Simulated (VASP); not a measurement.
# I (C2/m) in VASP: a series of runs

The runs below take I through single point, relaxation of cell and atoms, with LDA.

All numbers are computed with VASP 6.6.1; they aren't measurements. Logs are shortened: lines on timing, memory, paths and dates and some standing lists are left out, and cuts for length are marked.

**1. The cell of the first run**

It takes space group C2/m (No. 12, monoclinic). Conventional cell: a = 4.571 Å, b = 7.017 Å, c = 2.921 Å, α = 90.00°, β = 128.96°, γ = 90.00°. Within 3.8 Å of I (site symmetry 2/m) lie 4 I at 2.92 to 3.56 Å.

**2. Single point, LDA**

INCAR

```
PREC = Accurate
ENCUT = 520
EDIFF = 1E-6
ISMEAR = 0
SIGMA = 0.1
LREAL = F
LASPH = T
NELM = 100
ALGO = Normal
ISIF = 2
LWAVE = F
LCHARG = F
NBANDS = 10
```

KPOINTS

```
Automatic mesh
0
Gamma
  12 12 18
```

POSCAR

```
I
1.0
    2.3065592017     -3.5087184278     -0.2056173406
    2.3065592017      3.5087184278     -0.2056173406
   -1.6661721090      0.0000000000      2.3996865530
I
1
Direct
    0.5000000000      0.5000000000      0.5000000000
```

Potentials or basis: VASP PAW LDA potentials, release 64 (I).

Command:

```bash
$ cat potpaw_LDA.64/I/POTCAR > POTCAR
$ mpirun -np 1 vasp_std > vasp.out
```

OUTCAR:

```text
PREC = Accurate
   ENCUT = 520
   EDIFF = 1E-6
   ISMEAR = 0
   LREAL = F
   LASPH = T
   NELM = 100
   ISIF = 2

 ion  position               nearest neighbor table
   1  0.500  0.500  0.500-

  Warning from LATTYP: Got some problem with cell dimensions!
  Tried to take original basis but could not verify dimensions!
  LATTYP: Found a base centered monoclinic cell.
 ALAT       =     4.5712297415
 B/A-ratio  =     1.5351310812
 C/A-ratio  =     0.6390858094
 COS(beta)  =    -0.6287178243

  Lattice vectors:

 A1 = (  -0.6403870927,   3.5087184278,  -2.1940692124)
 A2 = (  -0.6403870927,  -3.5087184278,  -2.1940692124)
 A3 = (  -1.6661721090,   0.0000000000,   2.3996865530)

Analysis of symmetry for initial positions (statically):
=====================================================================
 Subroutine PRICEL returns:
 Original cell was already a primitive cell.

 Routine SETGRP: Setting up the symmetry group for a
 base centered monoclinic supercell.

 Subroutine GETGRP returns: Found  4 space group operations
 (whereof  4 operations were pure point group operations)
 out of a pool of  4 trial point group operations.

The static configuration has the point symmetry C_2h.

Analysis of symmetry for dynamics (positions and initial velocities):
=====================================================================
 Subroutine PRICEL returns:
 Original cell was already a primitive cell.

 Routine SETGRP: Setting up the symmetry group for a
 base centered monoclinic supercell.

 Subroutine GETGRP returns: Found  4 space group operations
 (whereof  4 operations were pure point group operations)
 out of a pool of  4 trial point group operations.

The dynamic configuration has the point symmetry C_2h.

 Subroutine INISYM returns: Found  4 space group operations
 (whereof  4 operations are pure point group operations),
 and found     1 'primitive' translations

----------------------------------------------------------------------------------------

                                     Primitive cell

  volume of cell :      36.4375
[... 71 lines left out ...]
   total plane-waves  NPLWV =  24576
   dimension x,y,z NGX =    32 NGY =   32 NGZ =   24
   dimension x,y,z NGXF=    64 NGYF=   64 NGZF=   48
   ions per type =               1
   NGX,Y,Z   is equivalent  to a cutoff of  12.65, 12.65, 13.66 a.u.
   NGXF,Y,Z  is equivalent  to a cutoff of  25.31, 25.31, 27.31 a.u.
 SYSTEM =  unknown system
   PREC   = accura    normal or accurate (medium, high low for compatibility)
   ISTART =      0    job   : 0-new  1-cont  2-samecut
   ICHARG =      2    charge: 1-file 2-atom 10-const
   ISPIN  =      1    spin polarized calculation?
   LNONCOLLINEAR =      F non collinear calculations
   LSORBIT =      F    spin-orbit coupling
   LASPH  =      T    aspherical Exc in radial PAW
   ENCUT  =  520.0 eV  38.22 Ry    6.18 a.u.   7.82  7.82  5.43*2*pi/ulx,y,z
   NELM   =    100;   NELMIN=  2; NELMDL= -5     # of ELM steps
   EDIFF  = 0.1E-05   stopping-criterion for ELM
   LREAL  =      F    real-space projection
[... 7 lines left out ...]
   TEBEG  =    0.0;   TEEND  =   0.0 temperature during run
   PSTRESS=    0.0 pullay stress
   NELECT =       7.0000    total number of electrons
   NUPDOWN=      -1.0000    fix difference up-down
   EMIN   =  10.00;   EMAX   =-10.00  energy-range for DOS
   EFERMI =   0.00;   METHOD = LEGACY
   ISMEAR =     0;   SIGMA  =   0.10  broadening in eV -4-tet -1-fermi 0-gaus
   EFERMI_NEDOS =   21; number of points for ismear=-14 and -15
   IALGO  =     38    algorithm
   IMIX   =      4    mixing-type and parameters
     AMIX     =   0.40;   BMIX     =  1.00
     AMIX_MAG =   1.60;   BMIX_MAG =  1.00
  volume/ion in A,a.u.               =      36.44       245.89
  Fermi-wavevector in a.u.,A,eV,Ry     =   0.944622  1.785076 12.140617  0.892310
  Thomas-Fermi vector in A             =   2.072444
   LORBIT       =      0    0 simple, 1 ext, 2 COOP (PROOUT), +10 PAW based schemes
   GGA     = CA    functional components
   LHFCALC =     F    Hartree Fock is set to
   AEXX    =    0.0000 exact exchange contribution
   IVDW    =     0    specifies the selected vdW correction
   LEPSILON=     F    determine dielectric tensor
   LRPA    =     F    only Hartree local field effects (RPA)
 non-spin polarized calculation
 Gauss-broadening in eV      SIGMA  =   0.10
  energy-cutoff  :      520.00
  volume of cell :       36.44
 maximum number of plane-waves:      1002
   NGX = 15   NGY = 15   NGZ = 11

 number of electron       7.0000000 magnetization

 Free energy of the ion-electron system (eV)
  ---------------------------------------------------
  ext. energy  EPLUGINS =         0.00000000
  ---------------------------------------------------
  free energy    TOTEN  =        -1.96544630 eV

  energy without entropy =       -1.96288450  energy(sigma->0) =       -1.96416540

 E-fermi :   4.1207     XC(G=0):  -9.0820

 val. band max:        4.1198196405   @ k =  -0.4167   0.0833   0.5000
 cond. band min:       4.1247712898   @ k =   0.5000   0.1667   0.5000
 fundamental gap:      0.0049516493
 Fermi energy:         4.1207444926

 k-point     1 :       0.0000    0.0000    0.0000
  band No.  band energies     occupation
      1      -9.9976      2.00000
      2       2.8800      2.00000
      3       3.6698      2.00000
      4       7.3974      0.00000
      5       8.8299      0.00000
      6      11.6227      0.00000
      7      13.8265      0.00000
      8      14.2823      0.00000
      9      15.2603      0.00000
     10      18.5980      0.00000
[... 287 lines left out ...]
 k-point    24 :      -0.4167    0.1667    0.0000
  band No.  band energies     occupation
      1      -9.4105      2.00000
      2       0.5093      2.00000
      3       1.6434      2.00000
      4       7.3795      0.00000
      5      10.7041      0.00000
      6      13.5010      0.00000
      7      14.2279      0.00000
      8      16.6119      0.00000
      9      19.7022      0.00000
     10      19.9131      0.00000

 [... further k-points ...]
[... 5 lines left out ...]
  --------------------------------------------------------------------------------------
  -------------------------------------------------------------------------------------
  Total        0.0046605     -0.0064044     -0.0031009      0.0000000      0.0000000      0.0126116
  in kB        0.2049251     -0.2816031     -0.1363498      0.0000000      0.0000000      0.5545371
  external PRESSURE =      -0.0710093 kB  Pullay stress =       0.0000000 kB

 VOLUME and BASIS-vectors are now :
 -----------------------------------------------------------------------------
  energy-cutoff  :      520.00
  volume of cell :       36.44
      direct lattice vectors                 reciprocal lattice vectors
     2.306559202 -3.508718428 -0.205617341     0.231075697 -0.142502173  0.160442571
     2.306559202  3.508718428 -0.205617341     0.231075697  0.142502173  0.160442571
    -1.666172109  0.000000000  2.399686553     0.039599480  0.000000000  0.444216162

 POSITION                                       TOTAL-FORCE (eV/Angst)
 -----------------------------------------------------------------------------------
      1.47347      0.00000      0.99423         0.000000     -0.000000      0.000000
 -----------------------------------------------------------------------------------
    total drift:                                0.000000     -0.000000     -0.000000

  FREE ENERGIE OF THE ION-ELECTRON SYSTEM (eV)
  ---------------------------------------------------
  free  energy   TOTEN  =        -1.9654463012 eV

  energy  without entropy=       -1.9628845015  energy(sigma->0) =       -1.96416540
```

OSZICAR:

```text
N       E                     dE             d eps       ncg     rms          rms(c)
DAV:   1     0.268288793618E+02    0.26829E+02   -0.26512E+03 14216   0.515E+02
DAV:   2    -0.840211707791E+00   -0.27669E+02   -0.26818E+02 17770   0.872E+01
DAV:   3    -0.199815495960E+01   -0.11579E+01   -0.11542E+01 17748   0.214E+01
DAV:   4    -0.201156390977E+01   -0.13409E-01   -0.13408E-01 17640   0.258E+00
DAV:   5    -0.201181415357E+01   -0.25024E-03   -0.25024E-03 17694   0.316E-01    0.534E+00
DAV:   6    -0.197714533425E+01    0.34669E-01   -0.27976E-02 15914   0.788E-01    0.340E+00
DAV:   7    -0.196607403018E+01    0.11071E-01   -0.49285E-02 15850   0.107E+00    0.261E-01
DAV:   8    -0.196545070996E+01    0.62332E-03   -0.44019E-03 15374   0.370E-01    0.551E-02
DAV:   9    -0.196544903907E+01    0.16709E-05   -0.72870E-05 17336   0.609E-02    0.315E-02
DAV:  10    -0.196544702039E+01    0.20187E-05   -0.12250E-05 16236   0.180E-02    0.515E-03
DAV:  11    -0.196544630124E+01    0.71915E-06   -0.17785E-06 14338   0.702E-03
   1 F= -.19654463E+01 E0= -.19641654E+01  d E =-.256180E-02
```

stdout:

```text
POSCAR found type information on POSCAR I
 POSCAR found :  1 types and       1 ions
 scaLAPACK will be used
 LDA part: xc-table for (Slater(with rela. corr.)+CA(PZ))
 , standard interpolation
 POSCAR, INCAR and KPOINTS ok, starting setup
 FFT: planning ... GRIDC
 FFT: planning ... GRID_SOFT
 FFT: planning ... GRID
 WAVECAR not read
 entering main loop
```

Run time: 2.4 min. Hardware: 1 thread of Intel Xeon 6975P-C (Granite Rapids), shared host; peak memory 0.34 GiB.

What came out:

```yaml
Free_energy: -1.9654 eV
Pressure: 0.0 GPa
Band_gap_on_the_k_mesh: zero (an odd number of electrons rules out a gap without spin polarisation)
```

Levels at points of the mesh, in eV from the Fermi level:
```tsv
k point	band 1	band 2	band 3	band 4	band 5	band 6
(0.00, 0.00, 0.00)	-14.12	-1.24	-0.45	3.28	4.71	7.50
(0.50, 0.00, 0.00)	-13.23	-4.78	-1.99	3.54	4.57	10.41
(0.50, 0.50, 0.00)	-13.61	-4.46	-1.00	2.88	5.41	8.93
(0.00, 0.00, 0.50)	-10.73	-5.30	-2.34	-0.38	4.03	5.71
(0.50, 0.00, 0.50)	-11.39	-5.92	-0.85	1.13	5.13	9.26
(0.50, 0.50, 0.50)	-10.75	-5.32	-2.32	-0.30	4.06	5.85
```

Caveat: spin-orbit coupling is left out, which moves the levels of the heavy elements; an odd number of electrons without spin polarisation forces a metal; a magnetic or distorted state may lie lower.

**3. Relaxation of cell and atoms, LDA**

This run uses another cell than the first one, of 39.85 Å³/atom.

INCAR

```
SYSTEM = I
ALGO     = Normal         ! electronic algorithm
EDIFF    = 1E-6           ! SCF threshold, eV
EDIFFG   = -0.005         ! ionic threshold
ENCUT    = 600            ! plane-wave cutoff, eV
IBRION   = 2              ! ionic algorithm
ISIF     = 3              ! what is computed and relaxed
ISMEAR   = 0              ! smearing method
LASPH    = .True.         ! aspherical terms in the spheres
LCHARG   = .False.        ! write CHGCAR
LREAL    = .False.        ! projectors in reciprocal space
LWAVE    = .False.        ! write WAVECAR
NELM     = 100            ! most SCF steps
NSW      = 70             ! ionic steps
PREC     = Accurate       ! precision mode
SIGMA    = 0.1            ! smearing width, eV
```

KPOINTS

```
k-points
0
Gamma
  12 12 18
  0 0 0
```

POSCAR

```
I
1.0
    2.3773896325     -3.6342876406     -0.1598815673
    2.3773896325      3.6342876406     -0.1598815673
   -1.6680719313      0.0000000000      2.4185668454
I
1
Direct
    0.5000000000      0.5000000000      0.5000000000
```

Potentials or basis: VASP PAW LDA potentials, release 64 (I).

Command:

```bash
$ cat potpaw_LDA.64/I/POTCAR > POTCAR
$ mpirun -np 1 vasp_std > vasp.out
```

Wall time 29 min (1 thread of Intel Xeon 6975P-C (Granite Rapids), shared host); peak memory 0.39 GiB.

It converged, with:

| Quantity | Value |
| --- | --- |
| Free energy | -1.9656 eV |
| Relaxed volume | 36.49 Å³/atom |
| Relaxed cell | a = 4.201 Å, b = 4.201 Å, c = 2.917 Å, α = 110.63°, β = 110.63°, γ = 112.97° |
| Space group after relaxing (to 0.1 Å) | Immm (No. 71) |
| Energy gained by relaxing | 12.8 meV/atom |
| Ionic steps | 22 |
| Pressure after relaxing | 0.0 GPa |
| Band gap on the k mesh | zero (an odd number of electrons rules out a gap without spin polarisation) |

Step by step:
```
step  energy change (eV)  largest force (eV/Å)  pressure (GPa)  volume (Å³)
   1              0.0000                0.0000           -1.50        39.85
   2             -0.0002                0.0000            1.08        37.73
   3             -0.0071                0.0000           -0.30        38.75
   4             -0.0098                0.0000           -0.20        38.13
   5             -0.0122                0.0000            0.01        36.99
   6             -0.0084                0.0000            1.07        34.74
   7             -0.0124                0.0000            0.23        36.49
   8             -0.0120                0.0000           -0.44        36.75
   9             -0.0127                0.0000           -0.04        36.59
  10             -0.0127                0.0000           -0.01        36.55
  11             -0.0128                0.0000            0.04        36.46
  12             -0.0128                0.0000           -0.07        36.50
  13             -0.0128                0.0000           -0.01        36.47
  14             -0.0128                0.0000            0.01        36.48
  15             -0.0128                0.0000            0.02        36.48
  16             -0.0128                0.0000            0.03        36.48
  17             -0.0128                0.0000            0.03        36.48
  18             -0.0128                0.0000            0.02        36.48
  19             -0.0128                0.0000            0.01        36.48
  20             -0.0128                0.0000            0.02        36.48
  21             -0.0128                0.0000           -0.04        36.51
  22             -0.0128                0.0000            0.00        36.49
```

Final structure:
```
CELL_PARAMETERS angstrom
2.31115 -3.50298 -0.19860
2.31115 3.50298 -0.19860
-1.66263 0.00000 2.39659
ATOMIC_POSITIONS crystal
I 0.50000 0.50000 0.50000
```

Levels at points of the mesh, in eV from the Fermi level:
| k point | band 1 | band 2 | band 3 | band 4 | band 5 | band 6 | band 7 |
| --- | --- | --- | --- | --- | --- | --- | --- |
| (0.00, 0.00, 0.00) | -14.11 | -1.23 | -0.49 | 3.33 | 4.70 | 7.53 | 9.63 |
| (0.50, 0.00, 0.00) | -13.25 | -4.75 | -1.98 | 3.58 | 4.58 | 10.43 | 12.37 |
| (0.50, 0.50, 0.00) | -13.60 | -4.45 | -1.05 | 2.94 | 5.38 | 8.98 | 12.28 |
| (0.00, 0.00, 0.50) | -10.72 | -5.32 | -2.28 | -0.37 | 4.06 | 5.72 | 11.50 |
| (0.50, 0.00, 0.50) | -11.36 | -5.92 | -0.82 | 1.10 | 5.16 | 9.25 | 9.55 |
| (0.50, 0.50, 0.50) | -10.74 | -5.34 | -2.26 | -0.29 | 4.08 | 5.85 | 11.42 |

Caveat: spin-orbit coupling is left out, which moves the levels of the heavy elements; an odd number of electrons without spin polarisation forces a metal; a magnetic or distorted state may lie lower.
